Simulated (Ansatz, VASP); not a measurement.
# Two plane-wave programs on Pb

```
Pb
1.0
     5.89255    0.00000    0.00000
    -2.94628    5.10310    0.00000
     0.00000    0.00000    3.50547
Pb
3
Cartesian
  -2.9463 5.1031 0.0000
  0.0000 3.4021 1.7527
  2.9463 1.7010 1.7527
```

Alike in both runs: functional BLYP; k mesh 7 × 7 × 9; occupations fermi-dirac, width 0.1 eV; no spin polarisation.

Ansatz relaxed the structure, and its values are those at the end. VASP's run is a single point on that final structure, the one shown.

```csv
,VASP,Ansatz
version,VASP 6.6.1,Ansatz 0.2.0
potentials or method,"VASP PAW PBE potentials, release 64 (Pb_d), cutoff 520 eV","plane waves (420 eV) with PAW, scalar-relativistic"
valence electrons in the cell,42,42
```

```csv
,VASP,Ansatz,Ansatz less VASP
pressure (GPa),0.0,0.0,-0.03
```

VASP's potentials were made for PBE, not for BLYP.

Spin-orbit coupling is off throughout.
